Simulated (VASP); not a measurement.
# CdP (Cmcm) in VASP: further runs, part 2 of 2

VASP 6.6.1. Earlier steps stand in the parts before.

## 4. Relaxation of cell and atoms, PBE

File INCAR:

```
SYSTEM = CdP
  PREC = Accurate
  ENCUT = 600
  EDIFF = 1E-6
  ISMEAR = 0
  SIGMA = 0.1
  LREAL = .FALSE.
  LASPH = .TRUE.
  NELM = 100
  ALGO = Normal
  ISIF = 3
  LWAVE = .FALSE.
  LCHARG = .FALSE.
  GGA = PE
  IBRION = 2
  NSW = 90
  EDIFFG = -0.04
```

File KPOINTS:

```
Automatic mesh
0
G
  4 4 4
  0 0 0
```

File POSCAR:

```
CdP
1.0
    2.0847402667     -5.2896008011      0.0000000000
    2.0847402667      5.2896008011      0.0000000000
    0.0000000000      0.0000000000      4.0378236395
Cd P
2 2
Direct
    0.8620000000      0.1380000000      0.7500000000
    0.1380000000      0.8620000000      0.2500000000
    0.5830000000      0.4170000000      0.7500000000
    0.4170000000      0.5830000000      0.2500000000
```

Potentials or basis: VASP PAW PBE potentials, release 64 (Cd, P).

Started as:

```console
$ cat potpaw_PBE.64/Cd/POTCAR potpaw_PBE.64/P/POTCAR > POTCAR
$ mpirun -np 1 vasp_std > vasp.out
```

OUTCAR:

```text
SYSTEM = CdP
   PREC = Accurate
   ENCUT = 600
   EDIFF = 1E-6
   ISMEAR = 0
   LREAL = .FALSE.
   LASPH = .TRUE.
   NELM = 100
   ISIF = 3
   GGA = PE
   IBRION = 2
   NSW = 90
   EDIFFG = -0.04

 ion  position               nearest neighbor table
   1  0.862  0.138  0.750-   3 2.95   4 2.96   4 2.96   4 2.96   4 2.96   3 3.13   3 3.13   2 3.55
                             2 3.55   2 3.75   2 3.75   2 3.75   2 3.75
   2  0.138  0.862  0.250-   4 2.95   3 2.96   3 2.96   3 2.96   3 2.96   4 3.13   4 3.13   1 3.55
                             1 3.55   1 3.75   1 3.75   1 3.75   1 3.75
   3  0.583  0.417  0.750-   4 2.68   4 2.68   1 2.95   2 2.96   2 2.96   2 2.96   2 2.96   1 3.13
                             1 3.13
   4  0.417  0.583  0.250-   3 2.68   3 2.68   2 2.95   1 2.96   1 2.96   1 2.96   1 2.96   2 3.13
                             2 3.13

  LATTYP: Found a base centered orthorhombic cell.
[... 809 lines left out ...]
     21       8.6902      0.00000

[... ionic steps 4 to 54 ...]

--------------------------------------- Ionic step       55  -------------------------------------------

 number of electron      34.0000006 magnetization

------------------------ aborting loop because EDIFF is reached ----------------------------------------
[... 71 lines left out ...]
--------------------------------------- Ionic step       57  -------------------------------------------

 number of electron      34.0000005 magnetization

 Free energy of the ion-electron system (eV)
  ---------------------------------------------------
  ext. energy  EPLUGINS =         0.00000000
  ---------------------------------------------------
  free energy    TOTEN  =       -11.55022956 eV

  energy without entropy =      -11.54188210  energy(sigma->0) =      -11.54605583

 E-fermi :   3.9456     XC(G=0): -10.2929

 val. band max:        3.9429518116   @ k =   0.5000   0.5000   0.5000
 cond. band min:       3.9462816488   @ k =   0.5000   0.0000   0.5000
 fundamental gap:      0.0033298373
 Fermi energy:         3.9455852533

 k-point     1 :       0.0000    0.0000    0.0000
  band No.  band energies     occupation
      1     -10.0761      2.00000
      2      -5.1981      2.00000
      3      -5.0887      2.00000
      4      -4.7870      2.00000
      5      -4.7761      2.00000
      6      -4.5672      2.00000
[... 524 lines left out ...]
  FREE ENERGIE OF THE ION-ELECTRON SYSTEM (eV)
  ---------------------------------------------------
  free  energy   TOTEN  =       -11.5502295583 eV

  energy  without entropy=      -11.5418821037  energy(sigma->0) =      -11.54605583

 reached required accuracy - stopping structural energy minimisation
```

It took 26 min on 1 thread of Intel Xeon 6975P-C (Granite Rapids), shared host; peak memory 0.29 GiB.

What came out:

* Free energy: -11.5502 eV
* Relaxed volume: 21.31 Å³/atom
* Relaxed cell: a = 7.473 Å, b = 7.473 Å, c = 3.234 Å, α = 90.00°, β = 90.00°, γ = 151.85°
* Space group after relaxing (to 0.1 Å): Cmcm (No. 63)
* Energy gained by relaxing: 168.1 meV/atom
* Ionic steps: 57
* Pressure after relaxing: 0.0 GPa
* Largest force after relaxing: 0.008 eV/Å
* Band gap on the k mesh: zero (bands 17 and 18 overlap by 2.62 eV)

Forces in eV/Å, atoms in the order of the input:
```
Cd   0.000 -0.008  0.000
Cd   0.000  0.008  0.000
P    0.000  0.005  0.000
P    0.000 -0.005  0.000
```

Stress tensor (GPa, compression positive):
```
-0.09  0.00  0.00
 0.00 -0.01  0.00
 0.00  0.00  0.07
```

The path:
```
step  energy change (eV)  largest force (eV/Å)  pressure (GPa)  volume (Å³)
   1              0.0000                0.4324           -4.25        89.05
   3             -0.1484                0.3534            1.02        81.23
   5             -0.2387                0.2995            1.39        81.81
   7             -0.2584                0.1900           -0.69        84.54
   9             -0.2815                0.0641            0.03        83.31
  11             -0.2862                0.0375            0.08        83.41
  13             -0.3207                0.2142           -0.96        84.45
  15             -0.3296                0.2810           -1.39        84.62
  17             -0.3360                0.3523           -1.74        84.76
  19             -0.3370                0.3775           -1.84        84.79
  21             -0.3396                0.4227           -1.99        84.73
  23             -0.3472                0.4006           -1.78        84.41
  25             -0.3745                0.3093           -0.78        82.94
  27             -0.3909                0.2202            1.02        80.71
  29             -0.4117                0.2541            0.83        81.48
  31             -0.4626                0.2603            0.71        84.83
  33             -0.5036                0.3004           -0.76        89.06
  35             -0.5110                0.3264           -1.37        91.70
  37             -0.5624                0.3039           -1.21        92.98
  39             -0.5652                0.4368           -0.95        93.31
  41             -0.6045                0.2467           -0.99        90.68
  43             -0.6243                0.2172           -0.15        88.25
  45             -0.6468                0.2174            1.19        84.89
  47             -0.6613                0.1713            0.94        84.04
  49             -0.6671                0.1457            0.00        84.82
  51             -0.6686                0.1038           -0.03        85.00
  53             -0.6703                0.0911           -0.12        85.86
  55             -0.6713                0.0095           -0.10        85.53
  57             -0.6722                0.0076           -0.01        85.23
```

Final structure:
```xyz
4
Lattice="1.8177 -7.2489 0.0000 1.8177 7.2489 0.0000 0.0000 0.0000 3.2340" Properties=species:S:1:pos:R:3 pbc="T T T"
Cd    1.8177   -4.6641    2.4255
Cd    1.8177    4.6641    0.8085
P     1.8177   -0.7455    2.4255
P     1.8177    0.7455    0.8085
```

Levels at points of the mesh, in eV from the Fermi level:
| k point | band 13 | band 14 | band 15 | band 16 | band 17 | band 18 | band 19 | band 20 | band 21 |
| --- | --- | --- | --- | --- | --- | --- | --- | --- | --- |
| (0.00, 0.00, 0.00) | -6.75 | -2.39 | -2.19 | -1.32 | 0.26 | 1.49 | 2.78 | 3.01 | 3.81 |
| (0.50, 0.00, 0.00) | -5.93 | -4.27 | -2.83 | -2.11 | -2.10 | 0.52 | 1.90 | 3.18 | 4.36 |
| (0.50, 0.50, 0.00) | -4.76 | -4.26 | -2.37 | -2.27 | 1.84 | 1.91 | 2.57 | 3.57 | 4.30 |
| (0.00, 0.00, 0.50) | -4.78 | -4.78 | -2.51 | -2.51 | 0.36 | 0.36 | 2.97 | 2.97 | 4.74 |
| (0.50, 0.00, 0.50) | -3.72 | -3.72 | -2.80 | -2.80 | 0.00 | 0.00 | 1.06 | 1.06 | 2.31 |
| (0.50, 0.50, 0.50) | -5.11 | -5.11 | -0.74 | -0.74 | 0.00 | 0.00 | 0.36 | 0.36 | 5.88 |

Caveat: the k points lie up to 0.49 Å⁻¹ apart in the final cell, too coarse for converged energies and pressures of a metal; a cell axis changed by over 15 % at a fixed basis, so the end point is rough.

## 5. The runs side by side

| task | cell | k mesh | cutoff (eV) | gap on the mesh (eV) | pressure (GPa) | largest force (eV/Å) |
| --- | --- | --- | --- | --- | --- | --- |
| single point | a = 5.686, b = 5.686, c = 4.038 Å, angles 90.0, 90.0, 137.0°, 4 atoms, atomic positions A | 6 × 6 × 4 | 520 | none | -4.2 | 0.32 |
| single point | a = 7.687, b = 7.687, c = 3.184 Å, angles 90.0, 90.0, 153.0°, 4 atoms, atomic positions B | 6 × 6 × 6 | 520 | none | 0.1 | 0.08 |
| relaxation of cell and atoms | relaxed from a = 5.686, b = 5.686, c = 4.038 Å, angles 90.0, 90.0, 137.0°, 4 atoms, atomic positions A | 4 × 4 × 4 | 600 | none | 0.0 | 0.01 |

Alike in all rows: level PBE; potentials or basis VASP PAW PBE potentials, release 64 (Cd, P); no spin polarisation; smearing gaussian 0.1 eV.

Caveats: some runs use coarse meshes; a cell axis changed by over 15 % at a fixed basis, so the end point is rough (at least some runs).

Absolute energies hang on the potentials; compare differences alone.

The gap in the log of VASP goes by the Fermi energy; the results here count the filled bands.